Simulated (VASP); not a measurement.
Here is a VASP 6.6.1 calculation.

The input INCAR:

```
SYSTEM = Ta3AsAu2O13
ALGO = Normal
EDIFF = 1E-6
ENCUT = 520
GGA = PE
ISIF = 2
ISMEAR = -1
LASPH = .TRUE.
LCHARG = .FALSE.
LREAL = Auto
LWAVE = .FALSE.
NBANDS = 84
NELM = 60
PREC = Accurate
SIGMA = 0.05
```

KPOINTS

```
k-points
0
G
  5 5 2
  0 0 0
```

POSCAR

```
Ta3AsAu2O13
1.0
    6.4320621175     -1.9434512447     -0.0049758896
    6.4320621175      1.9434512447     -0.0049758896
   -2.5487887503      0.0000000000     10.6886888779
Ta As Au O
3 1 2 13
Direct
    0.4217555857      0.4217555857      0.3528533755
    0.6052250740      0.6052250740      0.6760594208
    0.3357913671      0.3357913671      0.9885882281
    0.6219748444      0.6219748444      0.0033897717
    0.7160779380      0.7160779380      0.3478817990
    0.3051939960      0.3051939960      0.6326177124
    0.6993773824      0.6993773824      0.1548251481
    0.5626366174      0.5626366174      0.3467758910
    0.2738929633      0.2738929633      0.4449822622
    0.3297755856      0.3297755856      0.8177574305
    0.4826742505      0.4826742505      0.5512109283
    0.7535073119      0.7535073119      0.6276460120
    0.3629027874      0.3629027874      0.1828692308
    0.8797060761      0.8797060761      0.3658782437
    0.5744664874      0.5744664874      0.8356344015
    0.1165815378      0.1165815378      0.6707375673
    0.4932277402      0.4932277402      0.0305621469
    0.1659753319      0.1659753319      0.9871797386
    0.7992571230      0.7992571230      0.9825506917
```

Potentials or basis: VASP PAW PBE potentials, release 64 (Ta_pv, As, Au, O).

The run is started by

```console
$ cat potpaw_PBE.64/Ta_pv/POTCAR potpaw_PBE.64/As/POTCAR potpaw_PBE.64/Au/POTCAR potpaw_PBE.64/O/POTCAR > POTCAR
$ mpirun -np 1 vasp_std > vasp.out
```

**Question.** Predict the pressure.

**Answer.** 0.7 GPa.

**Question.** Predict the largest force.

**Answer.** 0.267 eV/Å.

**Question.** What does it give for the band gap on the k mesh?

**Answer.** Zero (bands 69 and 70 overlap by 0.02 eV).

Forces in eV/Å, atoms in the order of the input:
```
Ta  -0.109  0.000  0.152
Ta   0.152  0.000  0.035
Ta  -0.014  0.000  0.107
As   0.118  0.000 -0.185
Au   0.035  0.000  0.009
Au   0.027  0.000 -0.001
O    0.078  0.000  0.255
O    0.115  0.000 -0.008
O   -0.020  0.000 -0.048
O    0.019  0.000 -0.098
O   -0.143  0.000 -0.121
O    0.019  0.000 -0.001
O   -0.033  0.000 -0.147
O    0.013  0.000  0.009
O   -0.069  0.000 -0.006
O    0.012  0.000 -0.001
O   -0.155  0.000  0.040
O   -0.021  0.000  0.010
O   -0.024  0.000 -0.002
```

Caveat: spin-orbit coupling is left out, which moves the levels of the heavy elements.
